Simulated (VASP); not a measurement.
Write the native input for VASP 6.6.1 that does the following.

| Property | Result |
| --- | --- |
| Task | single point |
| Functional | PBE |
| Potentials or basis | VASP PAW PBE potentials, release 64 (Rb_sv, Br) |
| Cutoff | 520 eV |
| k mesh | 6 × 6 × 6 |
| Occupations | fermi-dirac, width 0.02 eV |
| Spin | no spin polarisation |
| Dipole correction | no |
| Further INCAR settings | ALGO = Normal; EDIFF = 1e-06; NBANDS = 15 |

The structure of RbBr lies in POSCAR:

```
RbBr
1.0
    0.0000000000      3.5992590936      3.4324692902
    3.5992590936      0.0000000000      3.4324692902
    3.5992590936      3.5992590936      0.0000000000
Rb Br
1 1
Direct
    0.0000000000      0.0000000000      0.0000000000
    0.5000000000      0.5000000000      0.5000000000
```

This cell differs from its parent crystal: epitaxial xy strain +4.0%.

One way to write it, as run:

INCAR

```
PREC = Accurate
ENCUT = 520
EDIFF = 1E-6
ISMEAR = -1
SIGMA = 0.02
LREAL = F
LASPH = T
NELM = 100
ALGO = Normal
ISIF = 2
LWAVE = F
LCHARG = F
GGA = PE
NBANDS = 15
```

KPOINTS

```
Automatic mesh
0
Gamma
  6 6 6
```

Potentials or basis: VASP PAW PBE potentials, release 64 (Rb_sv, Br).

The run is started by

```bash
$ cat potpaw_PBE.64/Rb_sv/POTCAR potpaw_PBE.64/Br/POTCAR > POTCAR
$ mpirun -np 1 vasp_std > vasp.out
```

It gave:

| Property | Result |
| --- | --- |
| Pressure | -0.2 GPa |
| Band gap on the k mesh | 4.10 eV, direct |

Caveat: the cell differs from its parent crystal (epitaxial xy strain +4.0%).

Wall time 45 s on 1 thread of Intel(R) Xeon(R) Platinum 8488C (Sapphire Rapids) (shared host), peak memory 0.25 GiB.
